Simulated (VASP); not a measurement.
## LaAgO3: single point with LDA

LaAgO3:

```
La Ag O
1.0
     4.14240    0.00000    0.00000
     0.00000    4.14240    0.00000
     0.00000    0.00000    4.14240
La Ag O
1 1 3
Direct
  0.50000 0.50000 0.50000
  0.00000 0.00000 0.00000
  0.50000 0.00000 0.00000
  0.00000 0.50000 0.00000
  0.00000 0.00000 0.50000
```

```yaml
Program: VASP 6.6.1
Task: single point
Functional: LDA
Potentials_or_basis: VASP PAW LDA potentials, release 64 (La, Ag, O)
Cutoff: 520 eV
k_mesh: 6 × 6 × 6
Occupations: fermi-dirac, width 0.15 eV
Spin: no spin polarisation
```

- Pressure: -15.3 GPa
- Band gap on the k mesh: zero (band 20 reaches 8.56 eV, above the bottom of band 21 at 5.01 eV)

Levels at points of the mesh, in eV from the Fermi level:
| k point | band 18 | band 19 | band 20 | band 21 | band 22 | band 23 |
| --- | --- | --- | --- | --- | --- | --- |
| (0.00, 0.00, 0.00) | -2.26 | -1.60 | -1.60 | -1.60 | 1.87 | 1.87 |
| (0.50, 0.00, 0.00) | -2.10 | -1.23 | -1.23 | -0.10 | 1.87 | 2.00 |
| (0.50, 0.50, 0.00) | -1.55 | -1.55 | -1.28 | 1.87 | 1.87 | 2.01 |
| (0.50, 0.50, 0.50) | -1.25 | -1.25 | 1.95 | 1.95 | 1.95 | 2.07 |

It took 60 s on 1 thread of AMD EPYC 7R13 Processor (Zen 3), on a shared host, peak memory 0.16 GiB.

Caveat: spin-orbit coupling is left out, which moves the levels of the heavy elements.
